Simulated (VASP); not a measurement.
# Sn (Immm) in VASP: further runs, part 2 of 2

VASP 6.6.1. The steps go on from the part before.

## 4. Single point, LDA

This run uses another cell than the first one, of 30.20 Å³/atom, 1.053 times its volume.

Contents of INCAR:

```
PREC     = Accurate       # precision mode
ENCUT    = 520            # plane-wave cutoff, eV
EDIFF    = 1E-7           # SCF threshold, eV
ISMEAR   = -1             # smearing method
SIGMA    = 0.1            # smearing width, eV
LREAL    = F              # projectors in reciprocal space
LASPH    = T              # aspherical terms in the spheres
NELM     = 80             # most SCF steps
ALGO     = Normal         # electronic algorithm
ISIF     = 2              # what is computed and relaxed
LWAVE    = F              # write WAVECAR
LCHARG   = T              # write CHGCAR
GGA      = CA             # functional
LELF     = T              # ELF
LVHAR    = T            
NBANDS   = 13             # bands
```

Contents of KPOINTS:

```
Automatic mesh
0
Gamma
  12 12 12
```

Contents of POSCAR:

```
Sn
1.0
   -1.7567029699      1.8065671775      2.3791946408
    1.7567029699     -1.8065671775      2.3791946408
    1.7567029699      1.8065671775     -2.3791946408
Sn
1
Direct
    0.0000000000      0.0000000000      0.0000000000
```

Potentials or basis: VASP PAW LDA potentials, release 64 (Sn_d).

On the command line:

```bash
cat potpaw_LDA.64/Sn_d/POTCAR > POTCAR
mpirun -np 1 vasp_std > vasp.out
```

OUTCAR:

```text
PREC = Accurate
   ENCUT = 520
   EDIFF = 1E-7
   ISMEAR = -1
   LREAL = F
   LASPH = T
   NELM = 80
   ISIF = 2
   GGA = CA

 ion  position               nearest neighbor table
   1  0.000  0.000  0.000-

  LATTYP: Found a body centered orthorhombic cell.
 ALAT       =     3.5134059398
 B/A-ratio  =     1.0283851103
 C/A-ratio  =     1.3543522619

  Lattice vectors:

 A1 = (  -1.7567029699,   1.8065671775,   2.3791946408)
 A2 = (   1.7567029699,  -1.8065671775,   2.3791946408)
 A3 = (   1.7567029699,   1.8065671775,  -2.3791946408)

Analysis of symmetry for initial positions (statically):
=====================================================================
 Subroutine PRICEL returns:
 Original cell was already a primitive cell.

 Routine SETGRP: Setting up the symmetry group for a
 body centered orthorhombic supercell.

 Subroutine GETGRP returns: Found  8 space group operations
 (whereof  8 operations were pure point group operations)
 out of a pool of  8 trial point group operations.

The static configuration has the point symmetry D_2h.

Analysis of symmetry for dynamics (positions and initial velocities):
=====================================================================
 Subroutine PRICEL returns:
 Original cell was already a primitive cell.

 Routine SETGRP: Setting up the symmetry group for a
 body centered orthorhombic supercell.

 Subroutine GETGRP returns: Found  8 space group operations
 (whereof  8 operations were pure point group operations)
 out of a pool of  8 trial point group operations.

The dynamic configuration has the point symmetry D_2h.

 Subroutine INISYM returns: Found  8 space group operations
 (whereof  8 operations are pure point group operations),
 and found     1 'primitive' translations

----------------------------------------------------------------------------------------

                                     Primitive cell
[... 114 lines left out ...]
   GGA     = CA    functional components
   LHFCALC =     F    Hartree Fock is set to
   AEXX    =    0.0000 exact exchange contribution
   IVDW    =     0    specifies the selected vdW correction
   LEPSILON=     F    determine dielectric tensor
   LRPA    =     F    only Hartree local field effects (RPA)
 non-spin polarized calculation
  energy-cutoff  :      520.00
  volume of cell :       30.20
 maximum number of plane-waves:       837
 NGX is ok and might be reduce to    28
   NGX = 13   NGY = 13   NGZ = 13

 number of electron      14.0000003 magnetization

 Free energy of the ion-electron system (eV)
  ---------------------------------------------------
  ext. energy  EPLUGINS =         0.00000000
  ---------------------------------------------------
  free energy    TOTEN  =        -4.34535423 eV

  energy without entropy =       -4.32146624  energy(sigma->0) =       -4.33341024

 E-fermi :   6.6444     XC(G=0): -10.1152

 val. band max:        6.6368975576   @ k =  -0.4167  -0.3333   0.1667
 cond. band min:       6.6524704501   @ k =   0.5000  -0.4167   0.0833
 fundamental gap:      0.0155728926
 Fermi energy:         6.6444491270

 k-point     1 :       0.0000    0.0000    0.0000
  band No.  band energies     occupation
      1     -14.7863      2.00000
      2     -14.7739      2.00000
      3     -14.7550      2.00000
      4     -14.7304      2.00000
      5     -14.7021      2.00000
      6      -3.7829      2.00000
      7      13.1746      0.00000
      8      13.3185      0.00000
      9      13.6728      0.00000
     10      17.3006      0.00000
     11      17.5550      0.00000
     12      18.0418      0.00000
     13      18.1942      0.00000
[... 354 lines left out ...]
  band No.  band energies     occupation
      1     -14.7707      2.00000
      2     -14.7534      2.00000
      3     -14.7366      2.00000
      4     -14.6898      2.00000
      5     -14.6706      2.00000
      6      -0.6238      2.00000
      7       4.2993      2.00000
      8       8.4579      0.00000
      9      11.7672      0.00000
     10      15.2656      0.00000
     11      18.0494      0.00000
     12      18.8499      0.00000
     13      20.8591      0.00000

 [... further k-points ...]

------------------------ aborting loop because EDIFF is reached ----------------------------------------

  FORCE on cell =-STRESS in cart. coord.  units (eV):
  Direction    XX          YY          ZZ          XY          YZ          ZX
  --------------------------------------------------------------------------------------
  -------------------------------------------------------------------------------------
  Total       -1.1391860     -1.1944839     -1.2432049      0.0000000      0.0000000      0.0000000
  in kB      -60.4314183    -63.3648602    -65.9494039      0.0000000      0.0000000      0.0000000
  external PRESSURE =     -63.2485608 kB  Pullay stress =       0.0000000 kB

 VOLUME and BASIS-vectors are now :
 -----------------------------------------------------------------------------
  energy-cutoff  :      520.00
  volume of cell :       30.20
      direct lattice vectors                 reciprocal lattice vectors
    -1.756702970  1.806567178  2.379194641     0.000000000  0.276768009  0.210155147
     1.756702970 -1.806567178  2.379194641     0.284624099  0.000000000  0.210155147
     1.756702970  1.806567178 -2.379194641     0.284624099  0.276768009  0.000000000

 POSITION                                       TOTAL-FORCE (eV/Angst)
 -----------------------------------------------------------------------------------
      0.00000      0.00000      0.00000         0.000000      0.000000      0.000000
 -----------------------------------------------------------------------------------
    total drift:                                0.000000     -0.000000      0.000000

  FREE ENERGIE OF THE ION-ELECTRON SYSTEM (eV)
  ---------------------------------------------------
  free  energy   TOTEN  =        -4.3453542348 eV

  energy  without entropy=       -4.3214662358  energy(sigma->0) =       -4.33341024
```

Run time: 58 s. Hardware: 1 thread of AMD EPYC 9R45 (Zen 5), shared host; peak memory 0.19 GiB.

What came out:

```yaml
Free_energy: -4.3454 eV
Pressure: -6.3 GPa
Band_gap_on_the_k_mesh: zero (band 7 reaches 13.17 eV, above the bottom of band 8 at 4.88 eV)
```

Stress tensor (GPa, compression positive):
```
-6.04  0.00  0.00
 0.00 -6.34  0.00
 0.00  0.00 -6.59
```

Levels at points of the mesh, in eV from the Fermi level:
```tsv
k point	band 4	band 5	band 6	band 7	band 8	band 9	band 10	band 11
(0.00, 0.00, 0.00)	-21.37	-21.35	-10.43	6.53	6.67	7.03	10.66	10.91
(0.50, 0.00, 0.00)	-21.32	-21.30	-6.81	-4.10	4.89	5.60	9.35	10.06
(0.00, 0.50, 0.00)	-21.30	-21.30	-6.58	-4.04	4.50	5.32	8.89	9.52
(0.50, 0.50, 0.00)	-21.30	-21.28	-5.33	-3.33	1.96	2.33	5.45	5.95
(0.50, 0.50, 0.50)	-21.29	-21.29	-4.64	-2.86	1.17	1.77	4.63	5.50
```

Caveat: spin-orbit coupling is left out, which moves the levels of the heavy elements.

## 5. Single point, LDA

This run uses another cell than the first one, of 30.97 Å³/atom, 1.080 times its volume.

Contents of INCAR:

```
SYSTEM = Sn
ALGO = Normal
EDIFF = 1E-6
ENCUT = 520
GGA = CA
ISIF = 2
ISMEAR = -1
LASPH = .TRUE.
LCHARG = .TRUE.
LELF = .TRUE.
LREAL = .FALSE.
LVHAR = .TRUE.
LWAVE = .FALSE.
NBANDS = 13
NELM = 100
PREC = Accurate
SIGMA = 0.1
```

Contents of KPOINTS:

```
k-points
0
G
  12 12 12
  0 0 0
```

Contents of POSCAR:

```
Sn
1.0
   -1.7714040966      1.8216855973      2.3991051451
    1.7714040966     -1.8216855973      2.3991051451
    1.7714040966      1.8216855973     -2.3991051451
Sn
1
Direct
    0.0000000000      0.0000000000      0.0000000000
```

On the command line:

```bash
cat potpaw_LDA.64/Sn_d/POTCAR > POTCAR
mpirun -np 1 vasp_std > vasp.out
```

It took 49 s on 1 thread of AMD EPYC 9R45 (Zen 5), shared host; peak memory 0.19 GiB.

The run converged. Its results:

```yaml
Free_energy: -4.3141 eV
Pressure: -6.8 GPa
Band_gap_on_the_k_mesh: zero (band 7 reaches 12.72 eV, above the bottom of band 8 at 4.67 eV)
```

Stress tensor (GPa, compression positive):
```
-6.53  0.00  0.00
 0.00 -6.74  0.00
 0.00  0.00 -7.05
```

Levels at points of the mesh, in eV from the Fermi level:
| k point | band 3 | band 4 | band 5 | band 6 | band 7 | band 8 | band 9 | band 10 | band 11 | band 12 |
| --- | --- | --- | --- | --- | --- | --- | --- | --- | --- | --- |
| (0.00, 0.00, 0.00) | -21.39 | -21.37 | -21.34 | -10.27 | 6.35 | 6.49 | 6.83 | 10.62 | 10.78 | 11.25 |
| (0.50, 0.00, 0.00) | -21.40 | -21.32 | -21.30 | -6.78 | -3.98 | 4.77 | 5.45 | 9.17 | 9.95 | 10.08 |
| (0.00, 0.50, 0.00) | -21.39 | -21.30 | -21.30 | -6.55 | -3.92 | 4.38 | 5.19 | 8.72 | 9.42 | 10.02 |
| (0.50, 0.50, 0.00) | -21.31 | -21.30 | -21.28 | -5.36 | -3.23 | 1.93 | 2.30 | 5.39 | 5.91 | 18.44 |
| (0.50, 0.50, 0.50) | -21.31 | -21.29 | -21.29 | -4.69 | -2.77 | 1.16 | 1.74 | 4.60 | 5.46 | 18.70 |

Caveat: spin-orbit coupling is left out, which moves the levels of the heavy elements.

## 6. Summary

```tsv
cell	gap on the mesh (eV)	pressure (GPa)
a = 3.406 Å, angles 119.1, 117.2, 93.3°, 1 atom	none	-4.8
a = 3.436 Å, angles 119.1, 117.2, 93.3°, 1 atom	none	-5.5
a = 3.466 Å, angles 119.1, 117.2, 93.3°, 1 atom	none	-6.3
a = 3.495 Å, angles 119.1, 117.2, 93.3°, 1 atom	none	-6.8
```

Alike in all rows: task single point; level LDA; potentials or basis VASP PAW LDA potentials, release 64 (Sn_d); no spin polarisation; k mesh 12 × 12 × 12; cutoff (eV) 520; smearing fermi-dirac 0.1 eV.

Caveats: spin-orbit coupling is left out, which moves the levels of the heavy elements.

Total energies depend on the potentials used, so only differences within one code and one set of settings carry meaning.
